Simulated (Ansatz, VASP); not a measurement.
Two plane-wave programs on Si2W3

File INCAR:

```
PREC = Accurate
ENCUT = 520
EDIFF = 1E-6
ISMEAR = 0
SIGMA = 0.15
LREAL = False
LASPH = True
NELM = 80
ALGO = Fast
ISIF = 2
LWAVE = False
LCHARG = False
GGA = PS
NBANDS = 61
```

File KPOINTS:

```
regular mesh
0
Gamma
  6 6 12
```

The input POSCAR:

```
Si2W3
1.0
    6.4837010426      0.0000000000      0.0000000000
    0.0000000000      6.4837010426      0.0000000000
    0.0000000000      0.0000000000      3.2749106405
Si W
4 6
Direct
    0.1340783106      0.6340783106      0.0000000000
    0.8659216894      0.3659216894      0.0000000000
    0.6340783106      0.8659216894      0.0000000000
    0.3659216894      0.1340783106      0.0000000000
    0.5000000000      0.5000000000      0.0000000000
    0.0000000000      0.0000000000      0.0000000000
    0.6598576525      0.1598576525      0.5000000000
    0.3401423475      0.8401423475      0.5000000000
    0.1598576525      0.3401423475      0.5000000000
    0.8401423475      0.6598576525      0.5000000000
```

Input for Ansatz:

```yaml
crystal:
  lattice:
    - [6.4837010426, 0.0, 0.0]
    - [0.0, 6.4837010426, 0.0]
    - [0.0, 0.0, 3.2749106405]
  atoms:
    - { symbol: Si, position: [0.1340783106, 0.6340783106, 0.0] }
    - { symbol: Si, position: [0.8659216894, 0.3659216894, 0.0] }
    - { symbol: Si, position: [0.6340783106, 0.8659216894, 0.0] }
    - { symbol: Si, position: [0.3659216894, 0.1340783106, 0.0] }
    - { symbol: W, position: [0.5, 0.5, 0.0] }
    - { symbol: W, position: [0.0, 0.0, 0.0] }
    - { symbol: W, position: [0.6598576525, 0.1598576525, 0.5] }
    - { symbol: W, position: [0.3401423475, 0.8401423475, 0.5] }
    - { symbol: W, position: [0.1598576525, 0.3401423475, 0.5] }
    - { symbol: W, position: [0.8401423475, 0.6598576525, 0.5] }
basis:
  ecutwfc: 420
kpoints:
  mp_grid: { grid: [6, 6, 12] }
hamiltonian:
  xc: pbesol
scf:
  occupations: { method: gaussian, width: 0.15 }
output:
  forces: true
  stress: true
  eigenvalues: true
```

Change from the starting cell: strain -0.0150 x Voigt [1, 1, 0, 0, 0, 0], atoms carried along.

Alike in both runs: task single point; functional PBEsol; k mesh 6 × 6 × 12; occupations gaussian, width 0.15 eV; no spin polarisation.

|  | VASP | Ansatz |
| --- | --- | --- |
| version | VASP 6.6.1 | Ansatz 0.2.0 |
| potentials or method | VASP PAW PBE potentials, release 64 (Si, W_sv), cutoff 520 eV | scalar-relativistic, plane waves, PAW |
| valence electrons in the cell | 100 | 100 |

Ansatz gave:

| Property | Result |
| --- | --- |
| gap on the k mesh at the Fermi level (eV) | none |
| pressure (GPa) | 8.9 |
| traceless stress, the component that is largest in VASP (GPa) | -1.58 |
| rms of the force components (eV/Å) | 0.075 |

**Question.** Which values does VASP return?

**Answer.** gap on the k mesh at the Fermi level (eV): none; pressure (GPa): 9.5; traceless stress, the component that is largest in VASP (GPa): -1.56; rms of the force components (eV/Å): 0.075.

VASP's potentials were made for PBE, not for PBEsol. Atom by atom the forces differ by 0.003 eV/Å (rms over components). A gap of «none» marks a metal or a gap that the smearing closes. The functional is the same, so the differences come from potentials, cutoffs and numerics.

Neither program's run includes spin-orbit coupling.
